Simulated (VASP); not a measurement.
A run of VASP 6.6.1 is set up as follows.

INCAR

```
SYSTEM = Al2O3
  PREC = Accurate
  ENCUT = 520
  EDIFF = 1E-7
  ISMEAR = 0
  SIGMA = 0.01
  LREAL = .FALSE.
  LASPH = .TRUE.
  NELM = 100
  ALGO = Normal
  ISIF = 2
  LWAVE = .FALSE.
  LCHARG = .FALSE.
  GGA = PS
  IVDW = 12
  NBANDS = 20
```

File KPOINTS:

```
Automatic mesh
0
G
  12 12 2
  0 0 0
```

Contents of POSCAR:

```
Al2O3
1.0
    2.8487004992     -0.0000000029      0.0000000000
   -1.4243502471      2.4670470015      0.0000000000
    0.0000000000      0.0000000000      7.1915980931
Al O
2 3
Direct
    0.0000000000      0.0000000000      0.1919748141
    0.0000000000      0.0000000000      0.8080251859
    0.3333333333      0.6666666667      0.2866948459
    0.6666666667      0.3333333333      0.0000000000
    0.3333333333      0.6666666667      0.7133051541
```

Potentials or basis: VASP PAW PBE potentials, release 64 (Al, O).

Launch:

```sh
$ cat potpaw_PBE.64/Al/POTCAR potpaw_PBE.64/O/POTCAR > POTCAR
$ mpirun -np 1 vasp_std > vasp.out
```

Q: Predict the pressure.

A: 0.3 GPa.

Q: What does it give for the largest force?

A: 0.033 eV/Å.

Forces in eV/Å, atoms in the order of the input:
```
Al   0.000  0.000  0.033
Al   0.000  0.000 -0.033
O    0.000  0.000 -0.018
O    0.000  0.000  0.000
O    0.000  0.000  0.018
```

Caveat: the k points lie up to 0.44 Å⁻¹ apart; the PAW data sets were made with another functional, which shifts forces and pressure a little.
